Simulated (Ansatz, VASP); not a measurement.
# Two plane-wave programs on TaN

```
Ta N
1.0
     0.00000    2.11949    2.11949
     2.11949    0.00000    2.11949
     2.11949    2.11949    0.00000
Ta N
1 1
Cartesian
  2.1195 2.1195 2.1195
  0.0000 0.0000 0.0000
```

Change from the starting cell: mode 4 frozen in at +0.000 Å, equal normal strain along x, y and z -0.0250.

Alike in both runs: task single point; functional LDA; k mesh 18 × 18 × 18; occupations gaussian, width 0.15 eV; no spin polarisation.

|  | VASP | Ansatz |
| --- | --- | --- |
| version | VASP 6.6.1 | Ansatz 0.2.0 |
| potentials or method | VASP PAW LDA potentials, release 64 (Ta_sv_GW, N), cutoff 600 eV | scalar-relativistic, plane waves, PAW |
| valence electrons in the cell | 18 | 18 |

VASP gave:

```
gap on the k mesh at the Fermi level (eV) : none
pressure (GPa)                            : 35.7
```

Which values does Ansatz return?

gap on the k mesh at the Fermi level (eV): none; pressure (GPa): 33.7.

Ansatz warns that its potentials were made for another functional, while VASP's fit it. LDA's correlation is that of Perdew and Zunger in VASP and of Perdew and Wang (1992) in Ansatz. A gap of «none» marks a metal or a gap that the smearing closes. Both programs put the cell under a high pressure, so it lies far from rest at this level.

Neither program's run includes spin-orbit coupling.
